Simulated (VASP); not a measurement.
Wanted: the native input for a VASP 6.6.1 run.

```
Task                               : relaxation of cell and atoms
Functional                         : B3LYP
Potentials or basis                : VASP PAW PBE potentials, release 64 (Ti_sv)
Cutoff                             : 600 eV
k mesh                             : 6 × 6 × 6
Occupations                        : fermi-dirac, width 0.05 eV
Spin                               : no spin polarisation
Dipole correction                  : no
Grid for exact exchange (PRECFOCK) : Normal
Further INCAR settings             : ALGO = Normal; EDIFF = 1e-06; IBRION = 2; EDIFFG = -0.01; NSW = 60; ISIF = 3
Share of exact exchange            : 0.2
```

Crystal: Ti.

```xyz
1
Lattice="-1.6410 1.6410 1.6410 1.6410 -1.6410 1.6410 1.6410 1.6410 -1.6410" Properties=species:S:1:pos:R:3 pbc="T T T"
Ti    0.0000    0.0000    0.0000
```

This isn't the form of Ti at room conditions, which is hcp.

The input as run:

POSCAR

```
Ti
1.0
   -1.6410000000      1.6410000000      1.6410000000
    1.6410000000     -1.6410000000      1.6410000000
    1.6410000000      1.6410000000     -1.6410000000
Ti
1
Direct
    0.0000000000      0.0000000000      0.0000000000
```

INCAR.step1

```
SYSTEM = Ti
PREC     = Accurate       ! precision mode
ENCUT    = 600            ! plane-wave cutoff, eV
EDIFF    = 1E-5           ! SCF threshold, eV
ISMEAR   = -1             ! smearing method
SIGMA    = 0.05           ! smearing width, eV
LREAL    = .False.        ! projectors in reciprocal space
LASPH    = .True.         ! aspherical terms in the spheres
NELM     = 60             ! most SCF steps
ALGO     = Normal         ! electronic algorithm
LWAVE    = .True.         ! write WAVECAR
LCHARG   = .False.        ! write CHGCAR
GGA      = PE             ! functional
NBANDS   = 12             ! bands
```

INCAR.step2

```
SYSTEM = Ti
PREC     = Accurate       ! precision mode
ENCUT    = 600            ! plane-wave cutoff, eV
EDIFF    = 1E-6           ! SCF threshold, eV
ISMEAR   = -1             ! smearing method
SIGMA    = 0.05           ! smearing width, eV
LREAL    = .False.        ! projectors in reciprocal space
LASPH    = .True.         ! aspherical terms in the spheres
NELM     = 60             ! most SCF steps
ALGO     = Normal         ! electronic algorithm
ISIF     = 3              ! what is computed and relaxed
LWAVE    = .False.        ! write WAVECAR
LCHARG   = .False.        ! write CHGCAR
GGA      = B3             ! functional
LHFCALC  = .True.         ! exact exchange
AEXX     = 0.2            ! exact-exchange fraction
AGGAX    = 0.72         
AGGAC    = 0.81         
ALDAC    = 0.19         
PRECFOCK = Normal       
IBRION   = 2              ! ionic algorithm
NSW      = 60             ! ionic steps
EDIFFG   = -0.01          ! ionic threshold
ISTART   = 1
```

KPOINTS

```
regular mesh
0
Gamma
  6 6 6
  0 0 0
```

Potentials or basis: VASP PAW PBE potentials, release 64 (Ti_sv).

The run is started by

```sh
$ cat potpaw_PBE.64/Ti_sv/POTCAR > POTCAR
$ cp INCAR.step1 INCAR
$ mpirun -np 1 vasp_std > vasp.out
$ cp INCAR.step2 INCAR
$ mpirun -np 1 vasp_std > vasp.out
```

Results of the run:

```
Relaxed volume                        : 17.33 Å³/atom
Relaxed cell                          : a = 2.824 Å, b = 2.824 Å, c = 2.824 Å, α = 109.47°, β = 109.47°, γ = 109.47°
Space group after relaxing (to 0.1 Å) : Im-3m (No. 229)
Energy gained by relaxing             : 2.5 meV/atom
Ionic steps                           : 3
Pressure after relaxing               : 0.0 GPa
Band gap on the k mesh                : zero (bands 6 and 7 overlap by 2.76 eV)
```

Caveat: the k points lie up to 0.45 Å⁻¹ apart in the final cell, too coarse for converged energies and pressures of a metal; the PAW data sets were made with another functional, which shifts forces and pressure a little.

Run time: 33 min on 1 thread of Intel(R) Xeon(R) Platinum 8488C (Sapphire Rapids), with other jobs on the host, peak memory 0.16 GiB.
